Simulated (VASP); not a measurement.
The system is TiCl2F.

```
Ti Cl F
1.0
     4.56078    0.00000    0.00000
    -2.28039    3.94975    0.00000
     0.00000    0.00000    4.40885
Ti Cl F
1 2 1
Direct
  0.00000 0.00000 0.00000
  0.66667 0.33333 0.50000
  0.33333 0.66667 0.00000
  0.66667 0.33333 0.00000
```

The cell was built from a structure type or drawn by symmetry, and may not be a known phase.

- Program: VASP 6.6.1
- Task: relaxation of cell and atoms
- Functional: PBE
- Potentials or basis: VASP PAW PBE potentials, release 64 (Ti_sv, Cl, F)
- Cutoff: 600 eV
- k mesh: 6 × 6 × 4
- Occupations: gaussian, width 0.1 eV
- Spin: collinear spin
- Starting moments: [1.0, 0.0, 0.0, 0.0] μB

At the start: pressure -0.5 GPa; volume 19.86 Å³/atom.

How do energy, volume and symmetry change on relaxing?

Over 10 steps the energy falls by 365.5 meV/atom and the volume is 20.40 Å³/atom (+2.7 %); space group P-6m2 (No. 187, to 0.1 Å) before and after; moment 1.00 μB per cell.

The path:
```
step  energy change (eV)  largest force (eV/Å)  pressure (GPa)  volume (Å³)
   1              0.0000                0.0000           -0.46        79.42
   2             -1.0438                0.0000           -0.08        78.11
   3             -1.2420                0.0000            8.13        74.69
   4             -1.3873                0.0000            2.95        76.42
   5             -1.3959                0.0000            3.88        76.04
   6             -1.3941                0.0000            4.16        75.93
   7             -1.4599                0.0000           -0.71        82.40
   8             -1.4617                0.0000           -0.10        81.43
   9             -1.4616                0.0000           -0.17        81.54
  10             -1.4622                0.0000           -0.04        81.59
```

Final structure:
```
CELL_PARAMETERS angstrom
4.14286 0.00000 0.00000
-2.07143 3.58782 0.00000
0.00000 0.00000 5.48893
ATOMIC_POSITIONS crystal
Ti 0.00000 0.00000 0.00000
Cl 0.66667 0.33333 0.50000
Cl 0.33333 0.66667 0.00000
F 0.66667 0.33333 0.00000
```

Caveat: a cell axis changed by over 15 % at a fixed basis, so the end point is rough.
